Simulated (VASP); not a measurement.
# WC (P-6m2) in VASP: further runs

WC is run at these levels: PBE; tasks: single point.

Program: VASP 6.6.1. These are calculated values, not measurements. Logs are shortened: lines on timing, memory, paths and dates and some standing lists are left out, and cuts for length are marked.

**1. The cell of the first run**

Symmetry: P-6m2, No. 187, hexagonal system. The conventional cell has a = 2.922 Å, b = 2.922 Å, c = 3.075 Å, α = 90.00°, β = 90.00°, γ = 120.00°. W (site symmetry -6m2) has 6 C at 2.28 Å and 8 W at 2.92 to 3.07 Å within 3.1 Å. C (site symmetry -6m2) has 6 W at 2.28 Å and 8 C at 2.92 to 3.07 Å within 3.1 Å.

**2. Single point, PBE (strain +0.000 along x and y, +0.080 along z)**

INCAR

```
PREC = Accurate ; ENCUT = 520
EDIFF = 1E-7 ; ISMEAR = 0
SIGMA = 0.15 ; LREAL = F
LASPH = T ; NELM = 80
ALGO = Normal ; ISIF = 2
LWAVE = F ; LCHARG = F
GGA = PE ; NBANDS = 16
```

KPOINTS

```
regular mesh
0
Gamma
  24 24 22
```

POSCAR

```
WC
1.0
    2.9217716515      0.0000000000      0.0000000000
   -1.4608858258      2.5303284743      0.0000000000
    0.0000000000      0.0000000000      3.0748419522
W C
1 1
Direct
    0.0000000000      0.0000000000      0.0000000000
    0.6666666667      0.3333333333      0.5000000000
```

Potentials or basis: VASP PAW PBE potentials, release 64 (W_sv, C).

Command:

```console
cat potpaw_PBE.64/W_sv/POTCAR potpaw_PBE.64/C/POTCAR > POTCAR
mpirun -np 1 vasp_std > vasp.out
```

OUTCAR:

```text
PREC = Accurate
   ENCUT = 520
   EDIFF = 1E-7
   ISMEAR = 0
   LREAL = F
   LASPH = T
   NELM = 80
   ISIF = 2
   GGA = PE

 ion  position               nearest neighbor table
   1  0.000  0.000  0.000-   2 2.28   2 2.28   2 2.28   2 2.28   2 2.28   2 2.28
   2  0.667  0.333  0.500-   1 2.28   1 2.28   1 2.28   1 2.28   1 2.28   1 2.28

  LATTYP: Found a hexagonal cell.
 ALAT       =     2.9217716515
 C/A-ratio  =     1.0523895495

  Lattice vectors:

 A1 = (   2.9217716515,   0.0000000000,   0.0000000000)
 A2 = (  -1.4608858258,   2.5303284743,   0.0000000000)
 A3 = (   0.0000000000,   0.0000000000,   3.0748419522)

Analysis of symmetry for initial positions (statically):
=====================================================================
 Subroutine PRICEL returns:
 Original cell was already a primitive cell.

 Routine SETGRP: Setting up the symmetry group for a
 hexagonal supercell.

 Subroutine GETGRP returns: Found 12 space group operations
 (whereof 12 operations were pure point group operations)
 out of a pool of 24 trial point group operations.

The static configuration has the point symmetry D_3h.

Analysis of symmetry for dynamics (positions and initial velocities):
=====================================================================
 Subroutine PRICEL returns:
 Original cell was already a primitive cell.

 Routine SETGRP: Setting up the symmetry group for a
 hexagonal supercell.

 Subroutine GETGRP returns: Found 12 space group operations
 (whereof 12 operations were pure point group operations)
 out of a pool of 24 trial point group operations.

The dynamic configuration has the point symmetry D_3h.

 Subroutine INISYM returns: Found 12 space group operations
 (whereof 12 operations are pure point group operations),
 and found     1 'primitive' translations

----------------------------------------------------------------------------------------

                                     Primitive cell

  volume of cell :      22.7324

  direct lattice vectors                    reciprocal lattice vectors
     2.921771651  0.000000000  0.000000000     0.342258095  0.197602803  0.000000000
    -1.460885826  2.530328474  0.000000000     0.000000000  0.395205607  0.000000000
     0.000000000  0.000000000  3.074841952     0.000000000  0.000000000  0.325219968

  length of vectors
     2.921771651  2.921771652  3.074841952     0.395205607  0.395205607  0.325219968

  position of ions in fractional coordinates (direct lattice)
     0.000000000  0.000000000  0.000000000
     0.666666667  0.333333333  0.500000000

  ion indices of the primitive-cell ions
   primitive index   ion index
                 1           1
                 2           2

----------------------------------------------------------------------------------------

 KPOINTS: regular mesh

Automatic generation of k-mesh.
 Grid dimensions read from file:
 generate k-points for:   24   24   22

 Generating k-lattice:

  Cartesian coordinates                     Fractional coordinates (reciprocal lattice)
     0.014260754  0.008233450  0.000000000     0.041666667  0.000000000  0.000000000
     0.000000000  0.016466900  0.000000000     0.000000000  0.041666667  0.000000000
     0.000000000  0.000000000  0.014782726     0.000000000  0.000000000  0.045454545

  Length of vectors
     0.016466900  0.016466900  0.014782726

  Shift w.r.t. Gamma in fractional coordinates (k-lattice)
     0.000000000  0.000000000  0.000000000

 Subroutine IBZKPT returns following result:
 ===========================================

 Found    732 irreducible k-points:

 Following reciprocal coordinates:
            Coordinates               Weight
  0.000000  0.000000  0.000000      1.000000
  0.041667  0.000000  0.000000      6.000000
  0.083333  0.000000  0.000000      6.000000
  0.125000  0.000000  0.000000      6.000000
  0.166667  0.000000  0.000000      6.000000
  0.208333  0.000000  0.000000      6.000000
[... 16 lines left out ...]
  0.416667  0.041667  0.000000     12.000000
  0.458333  0.041667  0.000000     12.000000
 [... further k-points ...]
   k-points           NKPTS =    732   k-points in BZ     NKDIM =    732   number of bands    NBANDS=     16
   number of dos      NEDOS =    301   number of ions     NIONS =      2
   total plane-waves  NPLWV =  13824
   dimension x,y,z NGX =    24 NGY =   24 NGZ =   24
   dimension x,y,z NGXF=    48 NGYF=   48 NGZF=   48
   ions per type =               1   1
   NGX,Y,Z   is equivalent  to a cutoff of  13.66, 13.66, 12.98 a.u.
   NGXF,Y,Z  is equivalent  to a cutoff of  27.31, 27.31, 25.95 a.u.
 SYSTEM =  unknown system
   PREC   = accura    normal or accurate (medium, high low for compatibility)
   ISTART =      0    job   : 0-new  1-cont  2-samecut
   ICHARG =      2    charge: 1-file 2-atom 10-const
   ISPIN  =      1    spin polarized calculation?
   LNONCOLLINEAR =      F non collinear calculations
   LSORBIT =      F    spin-orbit coupling
   LASPH  =      T    aspherical Exc in radial PAW
   ENCUT  =  520.0 eV  38.22 Ry    6.18 a.u.   5.43  5.43  5.72*2*pi/ulx,y,z
   NELM   =     80;   NELMIN=  2; NELMDL= -5     # of ELM steps
   EDIFF  = 0.1E-06   stopping-criterion for ELM
   LREAL  =      F    real-space projection
   EDIFFG = 0.1E-05   stopping-criterion for IOM
   NSW    =      0    number of steps for IOM
   IBRION =     -1    ionic relax: 0-MD 1-quasi-New 2-CG
   NFREE  =      0    steps in history (QN), initial steepest desc. (CG)
   ISIF   =      2    stress and relaxation
   ISYM   =      2    0-nonsym 1-usesym 2-fastsym
   POTIM  = 0.5000    time-step for ionic-motion
   TEBEG  =    0.0;   TEEND  =   0.0 temperature during run
   PSTRESS=    0.0 pullay stress
   NELECT =      18.0000    total number of electrons
   NUPDOWN=      -1.0000    fix difference up-down
   EMIN   =  10.00;   EMAX   =-10.00  energy-range for DOS
   EFERMI =   0.00;   METHOD = LEGACY
   ISMEAR =     0;   SIGMA  =   0.15  broadening in eV -4-tet -1-fermi 0-gaus
   EFERMI_NEDOS =   21; number of points for ismear=-14 and -15
   IALGO  =     38    algorithm
   IMIX   =      4    mixing-type and parameters
     AMIX     =   0.40;   BMIX     =  1.00
     AMIX_MAG =   1.60;   BMIX_MAG =  1.00
  volume/ion in A,a.u.               =      11.37        76.70
  Fermi-wavevector in a.u.,A,eV,Ry     =   1.514550  2.862085 31.209892  2.293862
  Thomas-Fermi vector in A             =   2.624193
   LORBIT       =      0    0 simple, 1 ext, 2 COOP (PROOUT), +10 PAW based schemes
   GGA     = PE    functional components
   LHFCALC =     F    Hartree Fock is set to
   AEXX    =    0.0000 exact exchange contribution
   IVDW    =     0    specifies the selected vdW correction
   LEPSILON=     F    determine dielectric tensor
   LRPA    =     F    only Hartree local field effects (RPA)
 non-spin polarized calculation
 Gauss-broadening in eV      SIGMA  =   0.15
  energy-cutoff  :      520.00
  volume of cell :       22.73
 maximum number of plane-waves:       635
 NGX is ok and might be reduce to    24
   NGX = 11   NGY = 11   NGZ = 11

 number of electron      18.0000002 magnetization

 Free energy of the ion-electron system (eV)
  ---------------------------------------------------
  ext. energy  EPLUGINS =         0.00000000
  ---------------------------------------------------
  free energy    TOTEN  =       -22.12593482 eV

  energy without entropy =      -22.12302400  energy(sigma->0) =      -22.12447941

 E-fermi :   9.8017     XC(G=0): -13.3147

 val. band max:        9.7863343297   @ k =   0.1250   0.0000   0.4545
 cond. band min:       9.8017704078   @ k =   0.0000   0.0000   0.3636
 fundamental gap:      0.0154360781
 Fermi energy:         9.8016652421

 k-point     1 :       0.0000    0.0000    0.0000
  band No.  band energies     occupation
      1     -64.3979      2.00000
      2     -28.4905      2.00000
      3     -28.2115      2.00000
      4     -28.2115      2.00000
      5      -3.9047      2.00000
      6       5.7901      2.00000
[... 8 lines left out ...]
     15      23.0119      0.00000
     16      26.3834      0.00000

 k-point     2 :       0.0417    0.0000    0.0000
  band No.  band energies     occupation
      1     -64.3970      2.00000
      2     -28.4888      2.00000
      3     -28.2245      2.00000
      4     -28.2144      2.00000
      5      -3.8618      2.00000
      6       5.8271      2.00000
[... 8 lines left out ...]
     15      22.9741      0.00000
     16      26.4761      0.00000

 k-point     3 :       0.0833    0.0000    0.0000
  band No.  band energies     occupation
      1     -64.3944      2.00000
      2     -28.4836      2.00000
      3     -28.2625      2.00000
      4     -28.2231      2.00000
      5      -3.7348      2.00000
      6       5.9275      2.00000
[... 8 lines left out ...]
     15      22.8946      0.00000
     16      26.7468      0.00000

 k-point     4 :       0.1250    0.0000    0.0000
  band No.  band energies     occupation
      1     -64.3902      2.00000
      2     -28.4754      2.00000
      3     -28.3224      2.00000
      4     -28.2369      2.00000
      5      -3.5288      2.00000
      6       6.0343      2.00000
[... 8 lines left out ...]
     15      22.8465      0.00000
     16      27.1800      0.00000
[... 324 lines left out ...]
 k-point    22 :       0.3750    0.0417    0.0000
  band No.  band energies     occupation
      1     -64.3509      2.00000
      2     -28.8625      2.00000
      3     -28.3968      2.00000
      4     -28.3730      2.00000
      5      -1.0841      2.00000
      6       3.7755      2.00000
[... 8 lines left out ...]
     15      22.9755      0.00000
     16      26.5699      0.00000

 k-point    23 :       0.4167    0.0417    0.0000
  band No.  band energies     occupation
      1     -64.3475      2.00000
      2     -28.9070      2.00000
      3     -28.3900      2.00000
      4     -28.3844      2.00000
      5      -0.7842      2.00000
      6       3.5278      2.00000
[... 8 lines left out ...]
     15      22.1873      0.00000
     16      27.0130      0.00000

 k-point    24 :       0.4583    0.0417    0.0000
  band No.  band energies     occupation
      1     -64.3458      2.00000
      2     -28.9299      2.00000
      3     -28.3903      2.00000
      4     -28.3865      2.00000
      5      -0.6148      2.00000
      6       3.3896      2.00000
[... 8 lines left out ...]
     15      21.7296      0.00000
     16      27.2671      0.00000

 [... further k-points ...]

------------------------ aborting loop because EDIFF is reached ----------------------------------------

  FORCE on cell =-STRESS in cart. coord.  units (eV):
  Direction    XX          YY          ZZ          XY          YZ          ZX
  --------------------------------------------------------------------------------------
  -------------------------------------------------------------------------------------
  Total       -1.3357052     -1.3357052     -8.1765958      0.0000000      0.0000000     -0.0000000
  in kB      -94.1402243    -94.1402243   -576.2847644      0.0000000      0.0000000     -0.0000000
  external PRESSURE =    -254.8550710 kB  Pullay stress =       0.0000000 kB

 VOLUME and BASIS-vectors are now :
 -----------------------------------------------------------------------------
  energy-cutoff  :      520.00
  volume of cell :       22.73
      direct lattice vectors                 reciprocal lattice vectors
     2.921771651  0.000000000  0.000000000     0.342258095  0.197602803  0.000000000
    -1.460885826  2.530328474  0.000000000     0.000000000  0.395205607  0.000000000
     0.000000000  0.000000000  3.074841952     0.000000000  0.000000000  0.325219968

 POSITION                                       TOTAL-FORCE (eV/Angst)
 -----------------------------------------------------------------------------------
      0.00000      0.00000      0.00000        -0.000000      0.000000      0.000000
      1.46089      0.84344      1.53742         0.000000      0.000000      0.000000
 -----------------------------------------------------------------------------------
    total drift:                               -0.000000      0.000000      0.000000

  FREE ENERGIE OF THE ION-ELECTRON SYSTEM (eV)
  ---------------------------------------------------
  free  energy   TOTEN  =       -22.1259348237 eV

  energy  without entropy=      -22.1230239998  energy(sigma->0) =      -22.12447941
```

Wall time 65 s (1 thread of Intel Xeon 6975P-C (Granite Rapids), shared host); peak memory 0.36 GiB.

Results:

* Free energy: -22.1259 eV
* Pressure: -25.5 GPa
* Band gap on the k mesh: zero (bands 9 and 10 overlap by 1.05 eV)

Caveat: the cell differs from its parent crystal (strain +0.000 along x and y, +0.080 along z); the cell stands under tension; spin-orbit coupling is left out, which moves the levels of the heavy elements.

**3. Single point, PBE (strain +0.040 along x and y, +0.000 along z)**

INCAR

```
PREC = Accurate
ENCUT = 520
EDIFF = 1E-6
ISMEAR = 0
SIGMA = 0.15
LREAL = F
LASPH = T
NELM = 80
ALGO = Normal
ISIF = 2
LWAVE = F
LCHARG = F
GGA = PE
NBANDS = 16
```

KPOINTS is that of step 2.

POSCAR

```
WC
1.0
    3.0386425176      0.0000000000      0.0000000000
   -1.5193212588      2.6315416132      0.0000000000
    0.0000000000      0.0000000000      2.8470758817
W C
1 1
Direct
    0.0000000000      0.0000000000      0.0000000000
    0.6666666667      0.3333333333      0.5000000000
```

Potentials or basis: VASP PAW PBE potentials, release 64 (W_sv, C).

Command:

```console
cat potpaw_PBE.64/W_sv/POTCAR potpaw_PBE.64/C/POTCAR > POTCAR
mpirun -np 1 vasp_std > vasp.out
```

It took 61 s on 1 thread of Intel Xeon 6975P-C (Granite Rapids), shared host; peak memory 0.35 GiB.

The run converged. Its results:

```
Free energy            : -22.2864 eV
Pressure               : -23.1 GPa
Band gap on the k mesh : zero (bands 9 and 10 overlap by 1.28 eV)
```

Stress tensor (GPa, compression positive):
```
-29.54   0.00   0.00
  0.00 -29.54   0.00
  0.00   0.00 -10.21
```

Levels at points of the mesh, in eV from the Fermi level:
```csv
k point,band 5,band 6,band 7,band 8,band 9,band 10,band 11,band 12,band 13,band 14
"(0.00, 0.00, 0.00)",-13.79,-3.81,-3.25,-3.25,0.45,2.89,2.89,5.24,5.24,5.38
"(0.50, 0.00, 0.00)",-10.87,-6.69,-3.20,-2.82,-0.70,2.21,3.75,3.86,6.46,9.28
"(0.00, 0.00, 0.50)",-10.08,-8.01,-2.16,-2.16,-0.47,-0.47,3.92,4.07,4.07,9.46
"(0.50, 0.00, 0.50)",-10.73,-5.91,-4.14,-3.89,0.22,3.63,4.77,5.77,8.20,9.08
```

Caveat: the cell differs from its parent crystal (strain +0.040 along x and y, +0.000 along z); the cell stands under tension; spin-orbit coupling is left out, which moves the levels of the heavy elements.

**4. Single point, PBE (strain +0.080 along x and y, -0.040 along z)**

INCAR

```
PREC = Accurate
ENCUT = 520
EDIFF = 1E-7
ISMEAR = 0
SIGMA = 0.15
LREAL = F
LASPH = T
NELM = 100
ALGO = Normal
ISIF = 2
LWAVE = F
LCHARG = F
GGA = PE
NBANDS = 16
```

KPOINTS is that of step 3.

POSCAR

```
WC
1.0
    3.1555133836      0.0000000000      0.0000000000
   -1.5777566919      2.7327547522      0.0000000000
    0.0000000000      0.0000000000      2.7331928464
W C
1 1
Direct
    0.0000000000      0.0000000000      0.0000000000
    0.6666666667      0.3333333333      0.5000000000
```

Command:

```console
cat potpaw_PBE.64/W_sv/POTCAR potpaw_PBE.64/C/POTCAR > POTCAR
mpirun -np 1 vasp_std > vasp.out
```

Wall time 65 s (1 thread of Intel Xeon 6975P-C (Granite Rapids), shared host); peak memory 0.36 GiB.

It converged, with:

```
Free energy            : -21.8532 eV
Pressure               : -26.2 GPa
Band gap on the k mesh : zero (bands 9 and 10 overlap by 1.68 eV)
```

Stress tensor (GPa, compression positive):
```
-46.51   0.00   0.00
  0.00 -46.51   0.00
  0.00   0.00  14.32
```

Levels at points of the mesh, in eV from the Fermi level:
```
           k point  band 5  band 6  band 7  band 8  band 9  band 10  band 11  band 12  band 13  band 14
(0.00, 0.00, 0.00)  -13.68   -3.83   -3.69   -3.69    1.16     2.96     2.96     4.52     5.22     5.22
(0.50, 0.00, 0.00)  -11.10   -6.77   -3.28   -1.88   -1.25     2.45     2.81     3.11     6.49     9.68
(0.00, 0.00, 0.50)   -9.75   -7.71   -2.76   -2.76   -0.44    -0.44     3.54     3.54     4.76     9.62
(0.50, 0.00, 0.50)  -10.59   -5.79   -4.52   -3.70    0.31     3.03     4.51     5.21     7.60     9.43
```

Caveat: the cell differs from its parent crystal (strain +0.080 along x and y, -0.040 along z); the cell stands under tension; spin-orbit coupling is left out, which moves the levels of the heavy elements.

**5. Single point, PBE (strain +0.040 along x and y, +0.040 along z)**

INCAR

```
  ALGO = Normal
  EDIFF = 1E-7
  ENCUT = 520
  GGA = PE
  ISIF = 2
  ISMEAR = 0
  LASPH = True
  LCHARG = False
  LREAL = False
  LWAVE = False
  NBANDS = 16
  NELM = 80
  PREC = Accurate
  SIGMA = 0.15
```

KPOINTS

```
k-points
0
Gamma
  24 24 22
```

POSCAR

```
WC
1.0
    3.0386425176      0.0000000000      0.0000000000
   -1.5193212588      2.6315416132      0.0000000000
    0.0000000000      0.0000000000      2.9609589170
W C
1 1
Direct
    0.0000000000      0.0000000000      0.0000000000
    0.6666666667      0.3333333333      0.5000000000
```

Command:

```console
cat potpaw_PBE.64/W_sv/POTCAR potpaw_PBE.64/C/POTCAR > POTCAR
mpirun -np 1 vasp_std > vasp.out
```

Run time: 65 s. Hardware: 1 thread of Intel Xeon 6975P-C (Granite Rapids), shared host; peak memory 0.37 GiB.

It converged, with:

| Item | Value |
| --- | --- |
| Free energy | -22.1445 eV |
| Pressure | -34.6 GPa |
| Band gap on the k mesh | zero (bands 9 and 10 overlap by 1.09 eV) |

Stress tensor (GPa, compression positive):
```
-32.67   0.00   0.00
  0.00 -32.67   0.00
  0.00   0.00 -38.57
```

Levels at points of the mesh, in eV from the Fermi level:
```csv
k point,band 7,band 8,band 9,band 10,band 11,band 12
"(0.00, 0.00, 0.00)",-2.83,-2.83,0.10,2.66,2.66,4.93
"(0.50, 0.00, 0.00)",-3.06,-2.99,-0.40,1.96,3.77,4.03
"(0.00, 0.00, 0.50)",-1.70,-1.70,-0.45,-0.45,3.15,4.15
"(0.50, 0.00, 0.50)",-3.85,-3.68,0.10,3.63,4.35,5.47
```

Caveat: the cell differs from its parent crystal (strain +0.040 along x and y, +0.040 along z); the cell stands under tension; spin-orbit coupling is left out, which moves the levels of the heavy elements.

**6. Summary**

| cell | gap on the mesh (eV) | pressure (GPa) |
| --- | --- | --- |
| a = 2.922, b = 2.922, c = 3.075 Å, angles 90.0, 90.0, 120.0°, 2 atoms | none | -25.5 |
| a = 3.039, b = 3.039, c = 2.847 Å, angles 90.0, 90.0, 120.0°, 2 atoms | none | -23.1 |
| a = 3.156, b = 3.156, c = 2.733 Å, angles 90.0, 90.0, 120.0°, 2 atoms | none | -26.2 |
| a = 3.039, b = 3.039, c = 2.961 Å, angles 90.0, 90.0, 120.0°, 2 atoms | none | -34.6 |

Alike in all rows: task single point; level PBE; potentials or basis VASP PAW PBE potentials, release 64 (W_sv, C); no spin polarisation; k mesh 24 × 24 × 22; cutoff (eV) 520; smearing gaussian 0.15 eV.

Caveats: the cell stands under tension; spin-orbit coupling is left out, which moves the levels of the heavy elements.

Absolute energies hang on the potentials; compare differences alone.
